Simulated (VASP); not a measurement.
A run of VASP 6.6.1:

Contents of INCAR:

```
SYSTEM = InSb2
  ALGO = Normal
  EDIFF = 1E-6
  ENCUT = 520
  GGA = PS
  ISIF = 2
  ISMEAR = 0
  LASPH = .True.
  LCHARG = .False.
  LREAL = .False.
  LWAVE = .False.
  NBANDS = 32
  NELM = 60
  PREC = Accurate
  SIGMA = 0.1
```

KPOINTS

```
k-points
0
Gamma
  6 6 4
  0 0 0
```

Contents of POSCAR:

```
InSb2
1.0
    4.5857848030      0.0000000000      0.0000000000
   -2.2928924015      3.9714061357      0.0000000000
    0.0000000000      0.0000000000      5.7266790493
Sb In
4 2
Direct
    0.3333333333      0.6666666667      0.7500000000
    0.6666666667      0.3333333333      0.2500000000
    0.0000000000      0.0000000000      0.0000000000
    0.0000000000      0.0000000000      0.5000000000
    0.3333333333      0.6666666667      0.2500000000
    0.6666666667      0.3333333333      0.7500000000
```

Potentials or basis: VASP PAW PBE potentials, release 64 (Sb, In_d).

Run with:

```sh
$ cat potpaw_PBE.64/Sb/POTCAR potpaw_PBE.64/In_d/POTCAR > POTCAR
$ mpirun -np 1 vasp_std > vasp.out
```

Hardware: 1 thread of Intel(R) Xeon(R) 6975P-C (Granite Rapids), with other jobs on the host.

Problem. Estimate the wall time of this run.

Solution. Wall time 28 s on 1 thread of Intel(R) Xeon(R) 6975P-C (Granite Rapids), with other jobs on the host, peak memory 0.27 GiB. Counts: scf iterations 13, k points 21.
